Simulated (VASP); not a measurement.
# LiH in VASP: relaxation of cell and atoms with r2SCAN+rVV10

Aim: the relaxation of cell and atoms of LiH with r2SCAN+rVV10.

All numbers are computed with VASP 6.6.1; they aren't measurements. Logs are shortened: lines on timing, memory, paths and dates and some standing lists are left out, and cuts for length are marked.

**1. The cell of the first run**

The typed cell holds 8 atoms: a = 3.982 Å, b = 3.982 Å, c = 3.982 Å, α = 90.00°, β = 90.00°, γ = 90.00°.

**2. Relaxation of cell and atoms, r2SCAN+rVV10**

The input, POSCAR:

```
LiH
1.0
    3.9822947023      0.0000000000      0.0000000000
    0.0000000000      3.9822947023      0.0000000000
    0.0000000000      0.0000000000      3.9822947023
Li H
4 4
Direct
    0.7500240167      0.7499759833      0.2500240167
    0.7499759833      0.2500240167      0.7500240167
    0.2500240167      0.7500240167      0.7499759833
    0.2499759833      0.2499759833      0.2499759833
    0.2499653441      0.2500346559      0.7499653441
    0.2500346559      0.7499653441      0.2499653441
    0.7499653441      0.2499653441      0.2500346559
    0.7500346559      0.7500346559      0.7500346559
```

The input, INCAR.step1:

```
SYSTEM = LiH
PREC = Accurate ; ENCUT = 1350
ISMEAR = -1 ; SIGMA = 0.03
LREAL = .False. ; LASPH = .True.
NELM = 120 ; GGA = PE
ALGO = Normal ; EDIFF = 1E-5
LWAVE = .True. ; LCHARG = .False.
GGA_COMPAT = .False. ; IBRION = 2
ISIF = 3 ; EDIFFG = -0.005
NELMIN = 4 ; NSW = 100
```

The input, INCAR.step2:

```
SYSTEM = LiH
PREC = Accurate ; ENCUT = 1350
EDIFF = 1E-7 ; ISMEAR = -1
SIGMA = 0.03 ; LREAL = .False.
LASPH = .True. ; NELM = 120
ALGO = Normal ; ISIF = 3
LWAVE = .False. ; LCHARG = .False.
METAGGA = R2SCAN ; LMIXTAU = .True.
LUSE_VDW = .True. ; IVDW_NL = 2
BPARAM = 11.95 ; CPARAM = 0.0093
IBRION = 2 ; NSW = 100
EDIFFG = -0.01 ; ISTART = 1
GGA_COMPAT = .False. ; NELMIN = 4
```

The input, KPOINTS:

```
regular mesh
0
Gamma
  6 6 6
  0 0 0
```

Potentials or basis: VASP PAW PBE potentials, release 64 (Li_sv, H_h).

Run with:

```sh
cat potpaw_PBE.64/Li_sv/POTCAR potpaw_PBE.64/H_h/POTCAR > POTCAR
cp INCAR.step1 INCAR
mpirun -np 1 vasp_std > vasp.out
cp INCAR.step2 INCAR
mpirun -np 1 vasp_std > vasp.out
```

OUTCAR:

```text
SYSTEM = LiH
   PREC = Accurate
   ENCUT = 1350
   EDIFF = 1E-7
   ISMEAR = -1
   LREAL = .False.
   LASPH = .True.
   NELM = 120
   ISIF = 3
   METAGGA = R2SCAN
   IVDW_NL = 2
   BPARAM = 11.95
   IBRION = 2
   NSW = 100
   EDIFFG = -0.01
   ISTART = 1
   NELMIN = 4

 ion  position               nearest neighbor table
   1  0.750  0.750  0.250-
   2  0.750  0.250  0.750-
   3  0.250  0.750  0.750-
   4  0.250  0.250  0.250-
   5  0.250  0.250  0.750-
   6  0.250  0.750  0.250-
   7  0.750  0.250  0.250-
   8  0.750  0.750  0.750-

  LATTYP: Found a simple cubic cell.
 ALAT       =     3.9822947023

  Lattice vectors:

 A1 = (   3.9822947023,   0.0000000000,   0.0000000000)
 A2 = (   0.0000000000,   3.9822947023,   0.0000000000)
 A3 = (   0.0000000000,   0.0000000000,   3.9822947023)

Analysis of symmetry for initial positions (statically):
=====================================================================
 Subroutine PRICEL returns:
 Original cell was already a primitive cell.

 Routine SETGRP: Setting up the symmetry group for a
 simple cubic supercell.

 Subroutine GETGRP returns: Found 12 space group operations
 (whereof  3 operations were pure point group operations)
 out of a pool of 48 trial point group operations.

The static configuration has the point symmetry C_3 .
 The point group associated with its full space group is T   .

Analysis of symmetry for dynamics (positions and initial velocities):
=====================================================================
 Subroutine PRICEL returns:
 Original cell was already a primitive cell.

 Routine SETGRP: Setting up the symmetry group for a
 simple cubic supercell.

 Subroutine GETGRP returns: Found 12 space group operations
 (whereof  3 operations were pure point group operations)
 out of a pool of 48 trial point group operations.

The dynamic configuration has the point symmetry C_3 .
 The point group associated with its full space group is T   .

 Subroutine INISYM returns: Found 12 space group operations
 (whereof  3 operations are pure point group operations),
 and found     1 'primitive' translations

----------------------------------------------------------------------------------------

                                     Primitive cell

  volume of cell :      63.1539

  direct lattice vectors                    reciprocal lattice vectors
     3.982294702  0.000000000  0.000000000     0.251111501  0.000000000  0.000000000
     0.000000000  3.982294702  0.000000000     0.000000000  0.251111501  0.000000000
     0.000000000  0.000000000  3.982294702     0.000000000  0.000000000  0.251111501

  length of vectors
     3.982294702  3.982294702  3.982294702     0.251111501  0.251111501  0.251111501

  position of ions in fractional coordinates (direct lattice)
     0.750024017  0.749975983  0.250024017
     0.749975983  0.250024017  0.750024017
     0.250024017  0.750024017  0.749975983
     0.249975983  0.249975983  0.249975983
     0.249965344  0.250034656  0.749965344
     0.250034656  0.749965344  0.249965344
     0.749965344  0.249965344  0.250034656
     0.750034656  0.750034656  0.750034656

  ion indices of the primitive-cell ions
   primitive index   ion index
                 1           1
                 2           2
                 3           3
                 4           4
                 5           5
                 6           6
                 7           7
                 8           8

----------------------------------------------------------------------------------------

 KPOINTS: regular mesh

Automatic generation of k-mesh.
 Grid dimensions read from file:
 generate k-points for:    6    6    6

 Generating k-lattice:

  Cartesian coordinates                     Fractional coordinates (reciprocal lattice)
     0.041851917  0.000000000  0.000000000     0.166666667  0.000000000  0.000000000
     0.000000000  0.041851917  0.000000000     0.000000000  0.166666667  0.000000000
     0.000000000  0.000000000  0.041851917     0.000000000  0.000000000  0.166666667

  Length of vectors
     0.041851917  0.041851917  0.041851917

  Shift w.r.t. Gamma in fractional coordinates (k-lattice)
     0.000000000  0.000000000  0.000000000

 Subroutine IBZKPT returns following result:
 ===========================================

 Found     24 irreducible k-points:

 Following reciprocal coordinates:
            Coordinates               Weight
  0.000000  0.000000  0.000000      1.000000
  0.166667  0.000000  0.000000      6.000000
  0.333333  0.000000  0.000000      6.000000
  0.500000  0.000000  0.000000      3.000000
  0.166667  0.166667  0.000000     12.000000
  0.333333  0.166667  0.000000     12.000000
[... 16 lines left out ...]
  0.500000  0.500000  0.333333      6.000000
  0.500000  0.500000  0.500000      1.000000
   k-points           NKPTS =     24   k-points in BZ     NKDIM =     24   number of bands    NBANDS=     13
   number of dos      NEDOS =    301   number of ions     NIONS =      8
   total plane-waves  NPLWV = 110592
   dimension x,y,z NGX =    48 NGY =   48 NGZ =   48
   dimension x,y,z NGXF=    96 NGYF=   96 NGZF=   96
   ions per type =               4   4
   NGX,Y,Z   is equivalent  to a cutoff of  20.04, 20.04, 20.04 a.u.
   NGXF,Y,Z  is equivalent  to a cutoff of  40.08, 40.08, 40.08 a.u.
 SYSTEM =  LiH
   PREC   = accura    normal or accurate (medium, high low for compatibility)
   ISTART =      1    job   : 0-new  1-cont  2-samecut
   ICHARG =      0    charge: 1-file 2-atom 10-const
   ISPIN  =      1    spin polarized calculation?
   LNONCOLLINEAR =      F non collinear calculations
   LSORBIT =      F    spin-orbit coupling
   LASPH  =      T    aspherical Exc in radial PAW
   ENCUT  = 1350.0 eV  99.22 Ry    9.96 a.u.  11.93 11.93 11.93*2*pi/ulx,y,z
   NELM   =    120;   NELMIN=  4; NELMDL=  0     # of ELM steps
   EDIFF  = 0.1E-06   stopping-criterion for ELM
   LREAL  =      F    real-space projection
   EDIFFG = -.1E-01   stopping-criterion for IOM
   NSW    =    100    number of steps for IOM
   IBRION =      2    ionic relax: 0-MD 1-quasi-New 2-CG
   NFREE  =      1    steps in history (QN), initial steepest desc. (CG)
   ISIF   =      3    stress and relaxation
   ISYM   =      2    0-nonsym 1-usesym 2-fastsym
   POTIM  = 0.5000    time-step for ionic-motion
   TEBEG  =    0.0;   TEEND  =   0.0 temperature during run
   PSTRESS=    0.0 pullay stress
   NELECT =      16.0000    total number of electrons
   NUPDOWN=      -1.0000    fix difference up-down
   EMIN   =  10.00;   EMAX   =-10.00  energy-range for DOS
   EFERMI =   0.00;   METHOD = LEGACY
   ISMEAR =    -1;   SIGMA  =   0.03  broadening in eV -4-tet -1-fermi 0-gaus
   EFERMI_NEDOS =   21; number of points for ismear=-14 and -15
   IALGO  =     38    algorithm
   IMIX   =      4    mixing-type and parameters
     AMIX     =   0.40;   BMIX     =  1.00
     AMIX_MAG =   1.60;   BMIX_MAG =  1.00
  volume/ion in A,a.u.               =       7.89        53.27
  Fermi-wavevector in a.u.,A,eV,Ry     =   1.035893  1.957553 14.600053  1.073074
  Thomas-Fermi vector in A             =   2.170258
   LORBIT       =      0    0 simple, 1 ext, 2 COOP (PROOUT), +10 PAW based schemes
   METAGGA = R2SCAN    functional components
   LHFCALC =     F    Hartree Fock is set to
   AEXX    =    0.0000 exact exchange contribution
   IVDW_NL    =     2    kernel type
   BPARAM     =11.9500
   IVDW    =     0    specifies the selected vdW correction
   LEPSILON=     F    determine dielectric tensor
   LRPA    =     F    only Hartree local field effects (RPA)
 conjugate gradient relaxation of ions
 non-spin polarized calculation
  energy-cutoff  :     1350.00
  volume of cell :       63.15
 maximum number of plane-waves:      7160
   NGX = 23   NGY = 23   NGZ = 23

 number of electron      16.0000005 magnetization

 Free energy of the ion-electron system (eV)
  ---------------------------------------------------
  ext. energy  EPLUGINS =         0.00000000
  ---------------------------------------------------
  free energy    TOTEN  =       -26.86302510 eV

  energy without entropy =      -26.86302510  energy(sigma->0) =      -26.86302510

 E-fermi :   0.6670     XC(G=0):  -8.9132

 val. band max:       -0.0908429809   @ k =   0.0000   0.0000   0.0000
 cond. band min:       3.4395897906   @ k =   0.0000   0.0000   0.0000
 fundamental gap:      3.5304327715
 Fermi energy:         0.6670145590

 k-point     1 :       0.0000    0.0000    0.0000
  band No.  band energies     occupation
      1     -45.7588      2.00000
      2     -45.6958      2.00000
      3     -45.6958      2.00000
      4     -45.6958      2.00000
      5      -5.6359      2.00000
      6      -0.0908      2.00000
      7      -0.0908      2.00000
      8      -0.0908      2.00000
      9       3.4396      0.00000
     10       3.4396      0.00000
     11       3.4396      0.00000
     12      11.7179      0.00000
     13      11.7179      0.00000

 k-point     2 :       0.1667    0.0000    0.0000
  band No.  band energies     occupation
      1     -45.7545      2.00000
      2     -45.6999      2.00000
      3     -45.6957      2.00000
      4     -45.6957      2.00000
      5      -5.4659      2.00000
      6      -1.1969      2.00000
      7      -0.1569      2.00000
      8      -0.1569      2.00000
      9       3.7089      0.00000
     10       3.7089      0.00000
     11       5.0233      0.00000
[... 339 lines left out ...]
 k-point    24 :       0.5000    0.5000    0.5000
  band No.  band energies     occupation
      1     -45.7104      2.00000
      2     -45.7104      2.00000
      3     -45.7104      2.00000
      4     -45.7104      2.00000
      5      -2.7975      2.00000
      6      -2.7975      2.00000
      7      -2.7975      2.00000
      8      -2.7975      2.00000
      9       5.5875      0.00000
     10       5.5875      0.00000
     11       5.5875      0.00000
     12       5.5875      0.00000
     13      14.9989      0.00000

------------------------ aborting loop because EDIFF is reached ----------------------------------------

  FORCE on cell =-STRESS in cart. coord.  units (eV):
  Direction    XX          YY          ZZ          XY          YZ          ZX
  --------------------------------------------------------------------------------------
  -------------------------------------------------------------------------------------
  Total        0.0756315      0.0756315      0.0756315     -0.0000000     -0.0000000     -0.0000000
  in kB        1.9187266      1.9187266      1.9187266     -0.0000000     -0.0000000     -0.0000000
  external PRESSURE =       1.9187266 kB  Pullay stress =       0.0000000 kB

 VOLUME and BASIS-vectors are now :
 -----------------------------------------------------------------------------
  energy-cutoff  :     1350.00
  volume of cell :       63.15
      direct lattice vectors                 reciprocal lattice vectors
     3.982294702  0.000000000  0.000000000     0.251111501  0.000000000  0.000000000
     0.000000000  3.982294702  0.000000000     0.000000000  0.251111501  0.000000000
     0.000000000  0.000000000  3.982294702     0.000000000  0.000000000  0.251111501

 POSITION                                       TOTAL-FORCE (eV/Angst)
 -----------------------------------------------------------------------------------
      2.98682      2.98663      0.99567         0.000146     -0.000146      0.000146
      2.98663      0.99567      2.98682        -0.000146      0.000146      0.000146
      0.99567      2.98682      2.98663         0.000146      0.000146     -0.000146
      0.99548      0.99548      0.99548        -0.000146     -0.000146     -0.000146
      0.99544      0.99571      2.98658         0.000317     -0.000317      0.000317
      0.99571      2.98658      0.99544        -0.000317      0.000317      0.000317
      2.98658      0.99544      0.99571         0.000317      0.000317     -0.000317
      2.98686      2.98686      2.98686        -0.000317     -0.000317     -0.000317
 -----------------------------------------------------------------------------------
    total drift:                                0.000000      0.000000      0.000000

  FREE ENERGIE OF THE ION-ELECTRON SYSTEM (eV)
  ---------------------------------------------------
  free  energy   TOTEN  =       -26.8630251010 eV

  energy  without entropy=      -26.8630251010  energy(sigma->0) =      -26.86302510

 reached required accuracy - stopping structural energy minimisation
```

Wall time 7.1 min (1 thread of Intel Xeon 6975P-C (Granite Rapids), shared host); peak memory 0.77 GiB.

Results:

| Property | Result |
| --- | --- |
| Free energy | -26.8630 eV |
| Pressure after relaxing | 0.2 GPa |
| Band gap on the k mesh | 3.53 eV |

Final structure:
```
Li H
1.0
     3.98229    0.00000    0.00000
     0.00000    3.98229    0.00000
     0.00000    0.00000    3.98229
Li H
4 4
Direct
  0.75002 0.74998 0.25002
  0.74998 0.25002 0.75002
  0.25002 0.75002 0.74998
  0.24998 0.24998 0.24998
  0.24997 0.25003 0.74997
  0.25003 0.74997 0.24997
  0.74997 0.24997 0.25003
  0.75003 0.75003 0.75003
```

Levels at points of the mesh, in eV from the valence-band top:
```csv
k point,band 4,band 5,band 6,band 7,band 8,band 9,band 10,band 11,band 12,band 13
"(0.00, 0.00, 0.00)",-45.60,-5.55,0.00,0.00,0.00,3.53,3.53,3.53,11.81,11.81
"(0.50, 0.00, 0.00)",-45.60,-3.96,-3.96,-0.25,-0.25,5.94,5.94,5.94,5.94,11.40
"(0.50, 0.50, 0.00)",-45.62,-2.72,-2.72,-2.72,-2.72,8.35,8.35,8.35,8.35,9.19
"(0.50, 0.50, 0.50)",-45.62,-2.71,-2.71,-2.71,-2.71,5.68,5.68,5.68,5.68,15.09
```

Caveat: the relaxation stopped at its first step, so nothing moved; the PAW data sets were made with another functional, which shifts forces and pressure a little.
